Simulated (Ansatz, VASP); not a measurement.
**ZnS: VASP beside Ansatz**

The input INCAR:

```
SYSTEM = ZnS
PREC     = Accurate       ! precision mode
ENCUT    = 520            ! plane-wave cutoff, eV
EDIFF    = 1E-8           ! SCF threshold, eV
ISMEAR   = -1             ! smearing method
SIGMA    = 0.02           ! smearing width, eV
LREAL    = Auto         
LASPH    = .True.         ! aspherical terms in the spheres
NELM     = 100            ! most SCF steps
ALGO     = Normal         ! electronic algorithm
ISIF     = 2              ! what is computed and relaxed
LWAVE    = .False.        ! write WAVECAR
LCHARG   = .False.        ! write CHGCAR
GGA      = PE             ! functional
LEFG     = .True.       
NBANDS   = 86             ! bands
```

Contents of KPOINTS:

```
Automatic mesh
0
Gamma
  8 8 2
  0 0 0
```

The input POSCAR:

```
ZnS
1.0
    3.8050880673      0.0000000000      0.0000000000
   -1.9025440336      3.2953029299      0.0000000000
    0.0000000000      0.0000000000     24.1684564650
Zn S
8 8
Direct
    0.3333333333      0.6666666667      0.1251184100
    0.0000000000      0.0000000000      0.0001589700
    0.6666666667      0.3333333333      0.6250474700
    0.6666666667      0.3333333333      0.8751387000
    0.0000000000      0.0000000000      0.7500222700
    0.3333333333      0.6666666667      0.5000781600
    0.0000000000      0.0000000000      0.3750879400
    0.6666666667      0.3333333333      0.2501284900
    0.6666666667      0.3333333333      0.3437219900
    0.6666666667      0.3333333333      0.7185811600
    0.3333333333      0.6666666667      0.2187340500
    0.0000000000      0.0000000000      0.8436723900
    0.6666666667      0.3333333333      0.9688127500
    0.0000000000      0.0000000000      0.0937260600
    0.3333333333      0.6666666667      0.5936859800
    0.0000000000      0.0000000000      0.4686862100
```

Input for Ansatz:

```yaml
crystal:
  lattice:
    - [3.8050880673, 0.0, 0.0]
    - [-1.9025440336, 3.2953029299, 0.0]
    - [0.0, 0.0, 24.168456465]
  atoms:
    - { symbol: Zn, position: [0.3333333333, 0.6666666667, 0.12511841] }
    - { symbol: Zn, position: [0.0, 0.0, 0.00015897] }
    - { symbol: Zn, position: [0.6666666667, 0.3333333333, 0.62504747] }
    - { symbol: Zn, position: [0.6666666667, 0.3333333333, 0.8751387] }
    - { symbol: Zn, position: [0.0, 0.0, 0.75002227] }
    - { symbol: Zn, position: [0.3333333333, 0.6666666667, 0.50007816] }
    - { symbol: Zn, position: [0.0, 0.0, 0.37508794] }
    - { symbol: Zn, position: [0.6666666667, 0.3333333333, 0.25012849] }
    - { symbol: S, position: [0.6666666667, 0.3333333333, 0.34372199] }
    - { symbol: S, position: [0.6666666667, 0.3333333333, 0.71858116] }
    - { symbol: S, position: [0.3333333333, 0.6666666667, 0.21873405] }
    - { symbol: S, position: [0.0, 0.0, 0.84367239] }
    - { symbol: S, position: [0.6666666667, 0.3333333333, 0.96881275] }
    - { symbol: S, position: [0.0, 0.0, 0.09372606] }
    - { symbol: S, position: [0.3333333333, 0.6666666667, 0.59368598] }
    - { symbol: S, position: [0.0, 0.0, 0.46868621] }
kpoints:
  mp_grid: { grid: [8, 8, 2] }
scf:
  occupations: { method: fermi_dirac, width: 0.02 }
hamiltonian:
  xc: pbe
  pseudopotentials: { kind: paw }
output:
  forces: true
  stress: true
  populations: true
  efg:
    quadrupole_moments_barn: { Zn: 0.122, S: -0.0694 }
    contact_densities: true
```

Change from the starting cell: z stretched by -3 %.

Alike in both runs: task electric field gradients; functional PBE; k mesh 8 × 8 × 2; occupations fermi-dirac, width 0.02 eV; no spin polarisation.

|  | VASP | Ansatz |
| --- | --- | --- |
| version | VASP 6.6.1 | Ansatz 0.2.0 |
| potentials or method | VASP PAW PBE potentials, release 64 (Zn, S) | plane-wave PAW, scalar-relativistic |
| plane-wave cutoff (eV) | 520 | 420 |
| valence electrons in the cell | 144 | 144 |

Ansatz gave:

* gap on the k mesh at the Fermi level (eV): 2.26
* pressure (GPa): 5.2
* traceless stress, the component that is largest in VASP (GPa): 3.39
* rms of the force components (eV/Å): 0.166
* size of Vzz on the site where it differs most (V/Å²): 12.6

Question: What did VASP give for the same quantities?

Answer: gap on the k mesh at the Fermi level (eV): 2.27; pressure (GPa): 5.3; traceless stress, the component that is largest in VASP (GPa): 3.40; rms of the force components (eV/Å): 0.168; size of Vzz on the site where it differs most (V/Å²): 13.8.

Atom by atom the forces differ by 0.002 eV/Å (rms over components). The functional is the same, so the differences come from potentials, cutoffs and numerics.
